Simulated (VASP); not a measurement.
Write the native input for VASP 6.6.1 that does the following.

| Quantity | Value |
| --- | --- |
| Task | single point |
| Functional | PBE |
| Potentials or basis | VASP PAW PBE potentials, release 64 (Mo_sv, S) |
| Cutoff | 520 eV |
| k mesh | 12 × 12 × 4 |
| Occupations | fermi-dirac, width 0.02 eV |
| Spin | no spin polarisation |
| Dipole correction | no |
| Further INCAR settings | ALGO = Normal; EDIFF = 1e-07; NBANDS = 20 |

The structure of MoS2 lies in POSCAR:

```
MoS2
1.0
    3.1709609040      0.0304412247      0.0000000000
   -1.5591175781      2.7309120850      0.0000000000
    0.0000000000      0.0000000000      6.8100252139
Mo S
1 2
Direct
   -0.0011433648      0.0000578866      0.0000000000
    0.3339050157      0.6666377234      0.2285222344
    0.3339050157      0.6666377234      0.7714777656
```

This cell differs from its parent crystal: shear xy strain +1.9%.

One way to write it, as run:

INCAR

```
SYSTEM = MoS2
ALGO = Normal
EDIFF = 1E-7
ENCUT = 520
GGA = PE
ISIF = 2
ISMEAR = -1
LASPH = .True.
LCHARG = .False.
LREAL = .False.
LWAVE = .False.
NBANDS = 20
NELM = 60
PREC = Accurate
SIGMA = 0.02
```

KPOINTS

```
k-points
0
Gamma
  12 12 4
  0 0 0
```

Potentials or basis: VASP PAW PBE potentials, release 64 (Mo_sv, S).

Command:

```console
$ cat potpaw_PBE.64/Mo_sv/POTCAR potpaw_PBE.64/S/POTCAR > POTCAR
$ mpirun -np 1 vasp_std > vasp.out
```

Results of the run:

```json
{
 "Pressure": "2.0 GPa",
 "Largest force": "0.124 eV/Å",
 "Band gap on the k mesh": "1.28 eV (least direct gap 1.69 eV)"
}
```

Caveat: the cell differs from its parent crystal (shear xy strain +1.9%); this functional lacks dispersion, which binds layers or chains, so the pressure and a relaxed spacing across them are unreliable.

It took 4.7 min on 1 thread of Intel Xeon 8259CL, with other jobs on the host, peak memory 0.36 GiB.
